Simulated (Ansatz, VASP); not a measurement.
# Two plane-wave programs on MgO

The input POSCAR:

```
MgO
1.0
    1.4236256415     -5.2133871308      0.0000000000
    1.4236256415      5.2133871308      0.0000000000
    0.0000000000      0.0000000000      2.8951280288
Mg O
2 2
Direct
    0.3509936282      0.6490063718      0.7500000000
    0.6490063718      0.3509936282      0.2500000000
    0.8547856986      0.1452143014      0.2500000000
    0.1452143014      0.8547856986      0.7500000000
```

Contents of INCAR.step1:

```
SYSTEM = MgO
PREC = Accurate
ENCUT = 520
ISMEAR = -1
SIGMA = 0.03
LREAL = .FALSE.
LASPH = .TRUE.
NELM = 100
NBANDS = 16
GGA = PE
ALGO = Normal
EDIFF = 1E-4
LWAVE = .TRUE.
LCHARG = .FALSE.
```

Contents of INCAR.step2:

```
SYSTEM = MgO
PREC = Accurate
ENCUT = 520
EDIFF = 1E-7
ISMEAR = -1
SIGMA = 0.03
LREAL = .FALSE.
LASPH = .TRUE.
NELM = 100
ALGO = Normal
ISIF = 2
LWAVE = .FALSE.
LCHARG = .FALSE.
METAGGA = R2SCAN
LMIXTAU = .TRUE.
LUSE_VDW = .TRUE.
IVDW_NL = 2
BPARAM = 11.95
CPARAM = 0.0093
NBANDS = 16
ISTART = 1
```

The input KPOINTS:

```
Automatic mesh
0
G
  10 10 10
  0 0 0
```

Input for Ansatz:

```yaml
crystal:
  lattice:
    - [1.4236256415, -5.2133871308, 0.0]
    - [1.4236256415, 5.2133871308, 0.0]
    - [0.0, 0.0, 2.8951280288]
  atoms:
    - { symbol: Mg, position: [0.3509936282, 0.6490063718, 0.75] }
    - { symbol: Mg, position: [0.6490063718, 0.3509936282, 0.25] }
    - { symbol: O, position: [0.8547856986, 0.1452143014, 0.25] }
    - { symbol: O, position: [0.1452143014, 0.8547856986, 0.75] }
kpoints:
  mp_grid: { grid: [10, 10, 10] }
  band_path:
    path:
      - [0.0, 0.0, 0.0]
      - [-0.5, 0.5, 0.0]
      - [-0.2686419638, 0.7313580362, 0.0]
      - [0.2686419638, 0.2686419638, 0.0]
      - [0.0, 0.0, 0.5]
      - [0.2686419638, 0.2686419638, 0.5]
      - [-0.2686419638, 0.7313580362, 0.5]
      - [-0.5, 0.5, 0.5]
      - [0.0, 0.5, 0.0]
    npoints: 1
hamiltonian:
  xc: r2scan
  dispersion: rvv10
scf:
  occupations: { method: fermi_dirac, width: 0.03 }
  n_extra_bands: 5
output:
  forces: true
  stress: true
  eigenvalues: true
```

Alike in both runs: task single point; functional r2SCAN; dispersion rVV10; k mesh 10 × 10 × 10; occupations fermi-dirac, width 0.03 eV; no spin polarisation.

|  | VASP | Ansatz |
| --- | --- | --- |
| version | VASP 6.6.1 | Ansatz 0.2.0 |
| potentials or method | VASP PAW PBE potentials, release 64 (Mg, O) | plane waves, PAW |
| plane-wave cutoff (eV) | 520 | 500 |
| valence electrons in the cell | 16 | 32 |

|  | VASP | Ansatz | Ansatz less VASP |
| --- | --- | --- | --- |
| gap on the k mesh at the Fermi level (eV) | 3.86 | 3.88 | +0.024 |
| pressure (GPa) | -0.8 | 0.0 | +0.78 |
| traceless stress, the component that is largest in VASP (GPa) | 0.29 | 0.00 | -0.290 |
| rms of the force components (eV/Å) | 0.012 | 0.000 | -0.0114 |

VASP's potentials were made for PBE, not for r2SCAN. Atom by atom the forces differ by 0.011 eV/Å (rms over components). VASP's potentials hold 16 valence electrons a cell and Ansatz's 32, so a difference there can come from the potentials and not from the codes.
